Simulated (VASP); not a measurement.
A run of VASP 6.6.1 is set up as follows.

INCAR

```
SYSTEM = As
PREC     = Accurate       ! precision mode
ENCUT    = 520            ! plane-wave cutoff, eV
EDIFF    = 1E-6           ! SCF threshold, eV
ISMEAR   = -1             ! smearing method
SIGMA    = 0.1            ! smearing width, eV
LREAL    = .FALSE.        ! projectors in reciprocal space
LASPH    = .TRUE.         ! aspherical terms in the spheres
NELM     = 100            ! most SCF steps
ALGO     = Normal         ! electronic algorithm
ISIF     = 2              ! what is computed and relaxed
LWAVE    = .FALSE.        ! write WAVECAR
LCHARG   = .FALSE.        ! write CHGCAR
GGA      = PS             ! functional
NBANDS   = 14             ! bands
```

File KPOINTS:

```
regular mesh
0
G
  9 9 13
  0 0 0
```

POSCAR

```
As
1.0
    4.6463883783      0.0000000000      0.0000000000
   -2.3231941891      4.0238903714      0.0000000000
    0.0000000000      0.0000000000      2.7057728004
As
3
Direct
    1.0000000000      0.0000000000      0.0000000000
    0.3333333333      0.6666666667      0.5000000000
    0.6666666667      0.3333333333      0.5000000000
```

Potentials or basis: VASP PAW PBE potentials, release 64 (As).

The run is started by

```console
$ cat potpaw_PBE.64/As/POTCAR > POTCAR
$ mpirun -np 1 vasp_std > vasp.out
```

Problem. Predict the pressure.

Solution. 9.9 GPa.

Stress tensor (GPa, compression positive):
```
 8.11  0.00  0.00
 0.00  8.11  0.00
 0.00  0.00 13.47
```

Caveat: the PAW data sets were made with another functional, which shifts forces and pressure a little.
